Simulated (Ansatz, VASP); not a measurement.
**As in VASP and in Ansatz**

```
As
1.0
     2.70368    0.00000    0.00000
     0.00000    2.70368    0.00000
     0.00000    0.00000    2.70368
As
1
Direct
  0.50000 0.50000 0.50000
```

Alike in both runs: task relaxation of cell and atoms; functional revPBE; dispersion D4; k mesh 10 × 10 × 10; occupations fermi-dirac, width 0.05 eV; no spin polarisation.

|  | VASP | Ansatz |
| --- | --- | --- |
| version | VASP 6.6.1 | Ansatz 0.2.0 |
| potentials or method | VASP PAW PBE potentials, release 64 (As) | Ansatz PAW |
| plane-wave cutoff (eV) | 600 | 420 |
| valence electrons in the cell | 5 | 15 |

```tsv
	VASP	Ansatz	Ansatz less VASP
gap on the k mesh at the Fermi level, each at its own relaxed structure (eV)	none	none	-
relaxed volume (Å³/atom)	19.03	18.99	-0.041
relaxed cell length with the largest relative difference (Å)	2.670	2.668	-0.0019
```

VASP's potentials were made for PBE, not for revPBE. A gap of «none» marks a metal or a gap that the smearing closes. VASP's potentials hold 5 valence electrons a cell and Ansatz's 15, so a difference there can come from the potentials and not from the codes.

Noted on Ansatz's run: the plane-wave basis is chosen anew once the cell has moved, so the energies of steps on either side of that aren't comparable.
